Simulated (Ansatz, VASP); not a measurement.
# Pt in VASP and in Ansatz

Contents of POSCAR:

```
Pt
1.0
   -1.5700618736      1.5700618736      1.5700618736
    1.5700618736     -1.5700618736      1.5700618736
    1.5700618736      1.5700618736     -1.5700618736
Pt
1
Direct
    0.0000000000      0.0000000000      0.0000000000
```

The input INCAR.step1:

```
SYSTEM = Pt
PREC = Accurate ; ENCUT = 520
ISMEAR = -1 ; SIGMA = 0.05
LREAL = .False. ; LASPH = .True.
NELM = 150 ; ISPIN = 2
MAGMOM = 1 ; LMAXMIX = 4
NBANDS = 15 ; GGA = PE
ALGO = Normal ; EDIFF = 1E-4
LWAVE = .True. ; LCHARG = .False.
```

File INCAR.step2:

```
SYSTEM = Pt
PREC = Accurate ; ENCUT = 520
EDIFF = 1E-6 ; ISMEAR = -1
SIGMA = 0.05 ; LREAL = .False.
LASPH = .True. ; NELM = 150
ALGO = Normal ; ISIF = 2
LWAVE = .False. ; LCHARG = .False.
ISPIN = 2 ; MAGMOM = 1
LORBIT = 11 ; LMAXMIX = 4
METAGGA = R2SCAN ; LMIXTAU = .True.
NBANDS = 15 ; ISTART = 1
```

File KPOINTS:

```
Automatic mesh
0
Gamma
  23 23 23
  0 0 0
```

Input for Ansatz:

```yaml
crystal:
  lattice:
    - [-1.5700618736, 1.5700618736, 1.5700618736]
    - [1.5700618736, -1.5700618736, 1.5700618736]
    - [1.5700618736, 1.5700618736, -1.5700618736]
  atoms:
    - { symbol: Pt, position: [0.0, 0.0, 0.0], spin: 1.0 }
hamiltonian:
  xc: r2scan
  pseudopotentials:
    kind: paw
    azcp:
      Pt: "pseudopotentials/Pt.paw.azcp"
basis:
  ecutwfc: 500
  fft_grid_basis: typed
kpoints:
  mp_grid: { grid: [23, 23, 23], shift: [0, 0, 0] }
magnetization:
  spin_polarized: true
scf:
  occupations: { method: fermi_dirac, width: 0.05 }
output:
  write_density: true
  write_potential: true
  elf: true
  volumetric_format: npy
```

Alike in both runs: task single point; functional r2SCAN; k mesh 23 × 23 × 23; occupations fermi-dirac, width 0.05 eV; collinear spin.

|  | VASP | Ansatz |
| --- | --- | --- |
| version | VASP 6.6.1 | Ansatz 0.2.0 |
| potentials or method | VASP PAW PBE potentials, release 64 (Pt), cutoff 520 eV | plane waves (500 eV) with PAW, scalar-relativistic |
| valence electrons in the cell | 10 | 18 |

```tsv
	VASP	Ansatz	Ansatz less VASP
net moment per atom (μB)	0.00	0.00	0.000
```

VASP's potentials were made for PBE, not for r2SCAN. The functional is the same, so the differences come from potentials, cutoffs and numerics. VASP's potentials hold 10 valence electrons a cell and Ansatz's 18, so a difference there can come from the potentials and not from the codes. Ansatz's warnings: seeded moment not kept, stability check not made.

Neither program's run includes spin-orbit coupling.
